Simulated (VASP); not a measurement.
Input of a VASP 6.6.1 run:

INCAR

```
SYSTEM = Si16HC16
PREC = Accurate
ENCUT = 520
EDIFF = 1E-6
ISMEAR = -1
SIGMA = 0.01
LREAL = Auto
LASPH = .TRUE.
NELM = 120
ALGO = Normal
ISIF = 2
LWAVE = .FALSE.
LCHARG = .FALSE.
GGA = CA
NBANDS = 86
NELECT = 128.0
GGA_COMPAT = .FALSE.
```

KPOINTS

```
Automatic mesh
0
Gamma
  1 1 1
  0.25 0.25 0.25
```

The input POSCAR:

```
Si16HC16
1.0
    6.1882622200      0.0000000600      0.0000000000
   -3.0941311600      5.3591922600      0.0000000000
    0.0000000000      0.0000000000     10.1293014700
Si C H
16 16 1
Direct
    0.3363831200      0.1638303400      0.9419721400
    0.1698332000      0.3349027800      0.4385017200
    0.0036677700     -0.0007661900      0.6874461200
    0.0017793300      0.0009137000      0.1900316400
    0.3316609300      0.6597989800      0.9485810200
    0.1684507400      0.8359740700      0.4377712400
    0.0059337200      0.5053776100      0.6876901100
    0.0016333700      0.5006638200      0.1911600200
    0.8371176200      0.1656191100      0.9421817300
    0.6722691200      0.3377250500      0.4377979600
    0.5090351900      0.0247198900      0.6808347700
    0.5021851400      0.0004917700      0.1905798700
    0.8362707600      0.6654536400      0.9414622400
    0.6708944700      0.8348911600      0.4384959600
    0.5063628000      0.4898238600      0.6860381000
    0.5021153900      0.5001815300      0.1909425200
    0.3344026000      0.1631673200      0.7534960300
    0.1679609800      0.3351249700      0.2522228100
    0.0038728000      0.0017006400      0.5024001500
    0.0026288300     -0.0006749400      0.0027568200
    0.3448478400      0.6629500000      0.7560229400
    0.1679589400      0.8353865400      0.2518371600
    0.0069775600      0.5037002700      0.5032272700
   -0.0008149400      0.4977573000      0.0042226800
    0.8413590000      0.1687902400      0.7527356000
    0.6684861800      0.3348931200      0.2522913700
    0.5038299700      0.0016789800      0.5001404500
    0.5022297400     -0.0022298500      0.0029454800
    0.8394175400      0.6661581200      0.7526298700
    0.6679710200      0.8347365100      0.2522437300
    0.5038906300      0.5006649300      0.5019958200
    0.5023967200      0.4974275400      0.0037957700
    0.5529866000      0.8182119400      0.7737368500
```

Potentials or basis: VASP PAW LDA potentials, release 64 (Si, C, H).

Launch:

```sh
$ cat potpaw_LDA.64/Si/POTCAR potpaw_LDA.64/C/POTCAR potpaw_LDA.64/H/POTCAR > POTCAR
$ mpirun -np 1 vasp_std > vasp.out
```

Question: Predict the largest force.

Answer: 0.379 eV/Å.

Forces in eV/Å, atoms in the order of the input:
```
Si  -0.103  0.057  0.002
Si   0.084 -0.059  0.003
Si   0.061 -0.034 -0.002
Si  -0.070  0.065 -0.012
Si  -0.110  0.067  0.052
Si   0.120 -0.040 -0.013
Si   0.038 -0.141 -0.013
Si  -0.075  0.067 -0.009
Si  -0.123  0.054  0.001
Si   0.094 -0.062 -0.012
Si   0.008  0.165 -0.132
Si  -0.085  0.060 -0.010
Si  -0.097  0.064  0.003
Si   0.096 -0.046  0.002
Si   0.112 -0.033  0.011
Si  -0.080  0.065 -0.010
C   -0.153  0.153 -0.002
C    0.146 -0.099  0.004
C   -0.082  0.037  0.009
C    0.070 -0.065  0.018
C    0.116  0.242  0.042
C    0.143 -0.106  0.000
C   -0.080  0.009 -0.001
C    0.089 -0.051 -0.014
C   -0.205  0.134 -0.097
C    0.148 -0.085  0.003
C   -0.096  0.057  0.004
C    0.065 -0.078  0.016
C   -0.211  0.088  0.029
C    0.151 -0.100  0.001
C   -0.070  0.026  0.032
C    0.092 -0.044  0.006
H    0.007 -0.368  0.092
```

Caveat: the k points lie up to 0.59 Å⁻¹ apart; the cell carries a net charge on a neutralising background, which shifts energy and pressure.
